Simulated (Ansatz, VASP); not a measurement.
## One calculation of Te, two programs

```
Te
1.0
     5.65224    0.00000    0.00000
    -2.82612    4.89498    0.00000
     0.00000    0.00000    3.16413
Te
3
Direct
  0.33333 0.66667 0.50000
  0.00000 0.00000 0.00000
  0.66667 0.33333 0.50000
```

Alike in both runs: functional PBE; k mesh 9 × 9 × 14; occupations gaussian, width 0.1 eV; no spin polarisation.

Ansatz relaxed the structure, and its values are those at the end. VASP's run is a single point on that final structure, the one shown.

|  | VASP | Ansatz |
| --- | --- | --- |
| version | VASP 6.6.1 | Ansatz 0.2.0 |
| potentials or method | VASP PAW PBE potentials, release 64 (Te), cutoff 520 eV | scalar-relativistic, plane waves, PAW |
| valence electrons in the cell | 18 | 48 |

VASP gave:

| Quantity | Value |
| --- | --- |
| gap on the k mesh at the Fermi level (eV) | none |
| pressure (GPa) | -0.1 |

Task: What did Ansatz give for the same quantities?

Result: gap on the k mesh at the Fermi level (eV): none; pressure (GPa): 0.0.

A gap of «none» marks a metal or a gap that the smearing closes. With one functional, cell and mesh, what is left measures potentials, basis and numerics. VASP's potentials hold 18 valence electrons a cell and Ansatz's 48, so a difference there can come from the potentials and not from the codes.

Spin-orbit coupling is off throughout.
